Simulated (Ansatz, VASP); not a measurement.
One calculation of Tl, two programs

```
Tl
1.0
    -1.96895    1.96895    1.96895
     1.96895   -1.96895    1.96895
     1.96895    1.96895   -1.96895
Tl
1
Direct
  0.00000 0.00000 0.00000
```

Change from the starting cell: volume scaled by 1.02, PAW files.

Alike in both runs: task electric field gradients; functional PBE; k mesh 13 × 13 × 13; occupations fermi-dirac, width 0.03 eV; no spin polarisation.

|  | VASP | Ansatz |
| --- | --- | --- |
| version | VASP 6.6.1 | Ansatz 0.2.0 |
| potentials or method | VASP PAW PBE potentials, release 64 (Tl_d) | PAW with Ansatz's default frozen-core files, scalar-relativistic |
| plane-wave cutoff (eV) | 520 | 420 |
| valence electrons in the cell | 13 | 13 |

|  | VASP | Ansatz | Ansatz less VASP |
| --- | --- | --- | --- |
| pressure (GPa) | 0.8 | 0.8 | +0.06 |

The functional is the same, so the differences come from potentials, cutoffs and numerics.

Spin-orbit coupling is off throughout.
